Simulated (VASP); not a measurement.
# Ba (Im-3m) in VASP: relaxation of cell and atoms with RPBE

Aim: the relaxation of cell and atoms of Ba with RPBE.

Everything below comes from runs of VASP 6.6.1. Logs are shortened: lines on timing, memory, paths and dates and some standing lists are left out, and cuts for length are marked.

**1. The cell of the first run**

Symmetry: Im-3m, No. 229, cubic system. The conventional cell has a = 5.155 Å, b = 5.155 Å, c = 5.155 Å, α = 90.00°, β = 90.00°, γ = 90.00°. Ba (site symmetry m-3m) has 14 Ba at 4.46 to 5.15 Å within 5.9 Å.

**2. Relaxation of cell and atoms, RPBE**

Input file INCAR:

```
SYSTEM = Ba
PREC     = Accurate       ! precision mode
ENCUT    = 600            ! plane-wave cutoff, eV
EDIFF    = 1E-6           ! SCF threshold, eV
ISMEAR   = -1             ! smearing method
SIGMA    = 0.15           ! smearing width, eV
LREAL    = .False.        ! projectors in reciprocal space
LASPH    = .True.         ! aspherical terms in the spheres
NELM     = 100            ! most SCF steps
ALGO     = Normal         ! electronic algorithm
ISIF     = 3              ! what is computed and relaxed
LWAVE    = .False.        ! write WAVECAR
LCHARG   = .False.        ! write CHGCAR
GGA      = RP             ! functional
IBRION   = 2              ! ionic algorithm
NSW      = 80             ! ionic steps
EDIFFG   = -0.001         ! ionic threshold
```

Input file KPOINTS:

```
regular mesh
0
Gamma
  10 10 10
  0 0 0
```

Input file POSCAR:

```
Ba
1.0
   -2.5772587082      2.5772587082      2.5772587082
    2.5772587082     -2.5772587082      2.5772587082
    2.5772587082      2.5772587082     -2.5772587082
Ba
1
Direct
    0.0000000000      0.0000000000      0.0000000000
```

Potentials or basis: VASP PAW PBE potentials, release 64 (Ba_sv).

Run with:

```
> cat potpaw_PBE.64/Ba_sv/POTCAR > POTCAR
> mpirun -np 1 vasp_std > vasp.out
```

OUTCAR:

```text
SYSTEM = Ba
   PREC = Accurate
   ENCUT = 600
   EDIFF = 1E-6
   ISMEAR = -1
   LREAL = .False.
   LASPH = .True.
   NELM = 100
   ISIF = 3
   GGA = RP
   IBRION = 2
   NSW = 80
   EDIFFG = -0.001

 ion  position               nearest neighbor table
   1  0.000  0.000  0.000-

  LATTYP: Found a body centered cubic cell.
 ALAT       =     5.1545174164

  Lattice vectors:

 A1 = (  -2.5772587082,   2.5772587082,   2.5772587082)
 A2 = (   2.5772587082,  -2.5772587082,   2.5772587082)
 A3 = (   2.5772587082,   2.5772587082,  -2.5772587082)

Analysis of symmetry for initial positions (statically):
=====================================================================
 Subroutine PRICEL returns:
 Original cell was already a primitive cell.

 Routine SETGRP: Setting up the symmetry group for a
 body centered cubic supercell.

 Subroutine GETGRP returns: Found 48 space group operations
 (whereof 48 operations were pure point group operations)
 out of a pool of 48 trial point group operations.

The static configuration has the point symmetry O_h .

Analysis of symmetry for dynamics (positions and initial velocities):
=====================================================================
 Subroutine PRICEL returns:
 Original cell was already a primitive cell.

 Routine SETGRP: Setting up the symmetry group for a
 body centered cubic supercell.

 Subroutine GETGRP returns: Found 48 space group operations
 (whereof 48 operations were pure point group operations)
 out of a pool of 48 trial point group operations.

The dynamic configuration has the point symmetry O_h .

 Subroutine INISYM returns: Found 48 space group operations
 (whereof 48 operations are pure point group operations),
 and found     1 'primitive' translations

----------------------------------------------------------------------------------------

                                     Primitive cell

  volume of cell :      68.4753

  direct lattice vectors                    reciprocal lattice vectors
    -2.577258708  2.577258708  2.577258708     0.000000000  0.194004583  0.194004583
     2.577258708 -2.577258708  2.577258708     0.194004583  0.000000000  0.194004583
     2.577258708  2.577258708 -2.577258708     0.194004583  0.194004583  0.000000000

  length of vectors
     4.463943027  4.463943027  4.463943027     0.274363912  0.274363912  0.274363912

  position of ions in fractional coordinates (direct lattice)
[... 87 lines left out ...]
   PSTRESS=    0.0 pullay stress
   NELECT =      10.0000    total number of electrons
   NUPDOWN=      -1.0000    fix difference up-down
   EMIN   =  10.00;   EMAX   =-10.00  energy-range for DOS
   EFERMI =   0.00;   METHOD = LEGACY
   ISMEAR =    -1;   SIGMA  =   0.15  broadening in eV -4-tet -1-fermi 0-gaus
   EFERMI_NEDOS =   21; number of points for ismear=-14 and -15
   IALGO  =     38    algorithm
   IMIX   =      4    mixing-type and parameters
     AMIX     =   0.40;   BMIX     =  1.00
     AMIX_MAG =   1.60;   BMIX_MAG =  1.00
  volume/ion in A,a.u.               =      68.48       462.09
  Fermi-wavevector in a.u.,A,eV,Ry     =   0.862112  1.629155 10.112345  0.743236
  Thomas-Fermi vector in A             =   1.979865
   LORBIT       =      0    0 simple, 1 ext, 2 COOP (PROOUT), +10 PAW based schemes
   GGA     = RP    functional components
   LHFCALC =     F    Hartree Fock is set to
   AEXX    =    0.0000 exact exchange contribution
   IVDW    =     0    specifies the selected vdW correction
   LEPSILON=     F    determine dielectric tensor
   LRPA    =     F    only Hartree local field effects (RPA)
 conjugate gradient relaxation of ions
 non-spin polarized calculation
  energy-cutoff  :      600.00
  volume of cell :       68.48
 maximum number of plane-waves:      2318
   NGX = 17   NGY = 17   NGZ = 17

--------------------------------------- Ionic step        1  -------------------------------------------

 number of electron      10.0000000 magnetization

 number of electron       9.9999999 magnetization

 Free energy of the ion-electron system (eV)
  ---------------------------------------------------
  ext. energy  EPLUGINS =         0.00000000
  ---------------------------------------------------
  free energy    TOTEN  =        -1.74099446 eV

  energy without entropy =       -1.62172579  energy(sigma->0) =       -1.68136013

------------------------ aborting loop because EDIFF is reached ----------------------------------------

  FORCE on cell =-STRESS in cart. coord.  units (eV):
  Direction    XX          YY          ZZ          XY          YZ          ZX
  --------------------------------------------------------------------------------------
  -------------------------------------------------------------------------------------
  Total        0.0466754      0.0466754      0.0466754     -0.0000000     -0.0000000      0.0000000
  in kB        1.0921048      1.0921048      1.0921048     -0.0000000     -0.0000000      0.0000000
  external PRESSURE =       1.0921048 kB  Pullay stress =       0.0000000 kB
[... 57 lines left out ...]
--------------------------------------- Ionic step        3  -------------------------------------------

 number of electron      10.0000000 magnetization

 Free energy of the ion-electron system (eV)
  ---------------------------------------------------
  ext. energy  EPLUGINS =         0.00000000
  ---------------------------------------------------
  free energy    TOTEN  =        -1.74132894 eV

  energy without entropy =       -1.62067427  energy(sigma->0) =       -1.68100161

 E-fermi :   1.4640     XC(G=0):  -6.9911

 val. band max:        1.4512901104   @ k =  -0.4000  -0.4000   0.1000
 cond. band min:       1.4884574910   @ k =  -0.4000   0.4000   0.3000
 fundamental gap:      0.0371673806
 Fermi energy:         1.4639964075

 k-point     1 :       0.0000    0.0000    0.0000
  band No.  band energies     occupation
      1     -27.6429      2.00000
      2     -12.6534      2.00000
      3     -12.6534      2.00000
      4     -12.6534      2.00000
      5      -1.2310      2.00000
      6       3.2061      0.00002
      7       3.2061      0.00002
      8       3.2061      0.00002
      9       4.4521      0.00000
[... 265 lines left out ...]
 k-point    24 :      -0.3000    0.3000    0.1000
  band No.  band energies     occupation
      1     -27.6227      2.00000
      2     -12.8669      2.00000
      3     -12.7353      2.00000
      4     -12.6788      2.00000
      5       0.1406      1.99971
      6       2.3355      0.00598
      7       2.6093      0.00097
      8       3.7838      0.00000
      9       4.5792      0.00000

 [... further k-points ...]
[... 5 lines left out ...]
  --------------------------------------------------------------------------------------
  -------------------------------------------------------------------------------------
  Total       -0.0008006     -0.0008006     -0.0008006     -0.0000000     -0.0000000     -0.0000000
  in kB       -0.0184623     -0.0184623     -0.0184623     -0.0000000     -0.0000000     -0.0000000
  external PRESSURE =      -0.0184623 kB  Pullay stress =       0.0000000 kB
[... 16 lines left out ...]
  FREE ENERGIE OF THE ION-ELECTRON SYSTEM (eV)
  ---------------------------------------------------
  free  energy   TOTEN  =        -1.7413289432 eV

  energy  without entropy=       -1.6206742738  energy(sigma->0) =       -1.68100161

 reached required accuracy - stopping structural energy minimisation
```

OSZICAR:

```text
N       E                     dE             d eps       ncg     rms          rms(c)
DAV:   1     0.630934553879E+02    0.63093E+02   -0.45025E+03   846   0.101E+03
[... 19 lines left out ...]
       N       E                     dE             d eps       ncg     rms          rms(c)
DAV:   1    -0.174480500439E+01   -0.35688E-02   -0.10762E-01   850   0.266E+00    0.256E-01
DAV:   2    -0.174211377641E+01    0.26912E-02   -0.51147E-03   861   0.713E-01    0.124E-01
DAV:   3    -0.174129404509E+01    0.81973E-03   -0.50521E-03  1139   0.489E-01    0.391E-02
DAV:   4    -0.174129979046E+01   -0.57454E-05   -0.43974E-05   895   0.633E-02    0.351E-02
DAV:   5    -0.174132880399E+01   -0.29014E-04   -0.51765E-05  1128   0.724E-02    0.502E-03
DAV:   6    -0.174132894320E+01   -0.13922E-06   -0.92180E-07   730   0.840E-03
   3 F= -.17413289E+01 E0= -.16810016E+01  d E =-.334479E-03
```

It took 24 s on 1 thread of Intel Xeon 6975P-C (Granite Rapids), shared host; peak memory 0.21 GiB.

What came out:

```yaml
Free_energy: -1.7413 eV
Relaxed_volume: 69.48 Å³/atom
Relaxed_cell: a = 4.486 Å, b = 4.486 Å, c = 4.486 Å, α = 109.47°, β = 109.47°, γ = 109.47°
Space_group_after_relaxing_to_0.1_Å: Im-3m (No. 229)
Energy_gained_by_relaxing: 0.3 meV/atom
Ionic_steps: 3
Pressure_after_relaxing: 0.0 GPa
Band_gap_on_the_k_mesh: zero (bands 5 and 6 overlap by 0.69 eV)
```

Step by step:
```tsv
step	energy change (eV)	largest force (eV/Å)	pressure (GPa)	volume (Å³)
1	0.0000	0.0000	0.11	68.48
2	-0.0002	0.0000	0.06	68.94
3	-0.0003	0.0000	0.00	69.48
```

Final structure:
```cif
data_structure
_symmetry_space_group_name_H-M 'P 1'
_symmetry_Int_Tables_number 1
_cell_length_a 4.4857
_cell_length_b 4.4857
_cell_length_c 4.4857
_cell_angle_alpha 109.471
_cell_angle_beta 109.471
_cell_angle_gamma 109.471
_cell_volume 69.48
loop_
_atom_site_label
_atom_site_type_symbol
_atom_site_fract_x
_atom_site_fract_y
_atom_site_fract_z
_atom_site_occupancy
Ba1 Ba 0.00000 0.00000 0.00000 1
```

Caveat: the PAW data sets were made with another functional, which shifts forces and pressure a little; spin-orbit coupling is left out, which moves the levels of the heavy elements.
